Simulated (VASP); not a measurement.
## TePb: single point with PBE

The system is TePb.

```xyz
2
Lattice="0.0000 3.2310 3.2310 3.2310 0.0000 3.2310 3.2310 3.2310 0.0000" Properties=species:S:1:pos:R:3 pbc="T T T"
Pb    0.0000    0.0000    0.0000
Te    3.2310    3.2310    3.2310
```

```
Program                : VASP 6.6.1
Task                   : single point
Functional             : PBE
Potentials or basis    : VASP PAW PBE potentials, release 64 (Pb_d, Te)
Cutoff                 : 520 eV
k mesh                 : 5 × 5 × 5
Occupations            : fermi-dirac, width 0.04 eV
Spin                   : no spin polarisation
Dipole correction      : no
Further INCAR settings : ALGO = Normal; EDIFF = 1e-07; NBANDS = 17
```

* Pressure: 2.1 GPa

Levels at points of the mesh, in eV from the Fermi level:
| k point | band 7 | band 8 | band 9 | band 10 | band 11 | band 12 | band 13 | band 14 |
| --- | --- | --- | --- | --- | --- | --- | --- | --- |
| (0.00, 0.00, 0.00) | -6.05 | -1.80 | -1.80 | -1.80 | 3.62 | 3.62 | 3.62 | 5.34 |

Wall time 18 s on 1 thread of Intel(R) Xeon(R) Platinum 8259CL CPU @ 2.50GHz (Skylake/Cascade Lake), with other jobs on the host, peak memory 0.2 GiB.

Caveat: this odd mesh misses L, where the gap lies, so gap, dielectric constants and Born charges aren't listed; spin-orbit coupling is left out, which moves the levels of the heavy elements.
